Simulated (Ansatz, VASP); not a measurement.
**Nb in VASP and in Ansatz**

The input INCAR:

```
SYSTEM = Nb
PREC = Accurate
ENCUT = 500
EDIFF = 1E-7
ISMEAR = 1
SIGMA = 0.05
LREAL = .FALSE.
LASPH = .TRUE.
NELM = 120
ALGO = Normal
ISIF = 3
LWAVE = .FALSE.
LCHARG = .FALSE.
GGA = CA
IBRION = 2
NSW = 80
EDIFFG = -0.01
GGA_COMPAT = .FALSE.
NELMIN = 4
```

The input KPOINTS:

```
regular mesh
0
G
  11 11 11
  0 0 0
```

POSCAR

```
Nb
1.0
    0.0000000000      2.1150000000      2.1150000000
    2.1150000000      0.0000000000      2.1150000000
    2.1150000000      2.1150000000      0.0000000000
Nb
1
Direct
    0.0000000000      0.0000000000      0.0000000000
```

Input for Ansatz:

```yaml
crystal:
  lattice:
    bravais: fcc
    a: 4.23
  space_group: 225
  atoms:
    - { symbol: Nb, position: [0.0, 0.0, 0.0] }
  reduce_to_primitive: true
basis:
  ecutwfc: 489.804952427784
kpoints:
  mp_grid:
    grid: [11, 11, 11]
hamiltonian:
  xc: lda
  dispersion: none
  pseudopotentials:
    kind: paw
    azcp:
      folder: soft_1
scf:
  occupations:
    method: methfessel_paxton
    width: 0.05
relax:
  cell: {}
```

Alike in both runs: task relaxation of cell and atoms; functional LDA; k mesh 11 × 11 × 11; occupations methfessel-paxton of order 1, width 0.05 eV; no spin polarisation.

|  | VASP | Ansatz |
| --- | --- | --- |
| version | VASP 6.6.1 | Ansatz 0.2.0 |
| potentials or method | VASP PAW LDA potentials, release 64 (Nb_sv), cutoff 500 eV | plane waves, PAW |
| valence electrons in the cell | 13 | 13 |

Ansatz gave:

- relaxed volume (Å³/atom): 17.70
- relaxed cell length with the largest relative difference (Å): 2.925

What did VASP give for the same quantities?

Relaxed volume (Å³/atom): 17.69; relaxed cell length with the largest relative difference (Å): 2.924.

Ansatz warns that its potentials were made for another functional, while VASP's fit it. LDA's correlation is that of Perdew and Zunger in VASP and of Perdew and Wang (1992) in Ansatz.
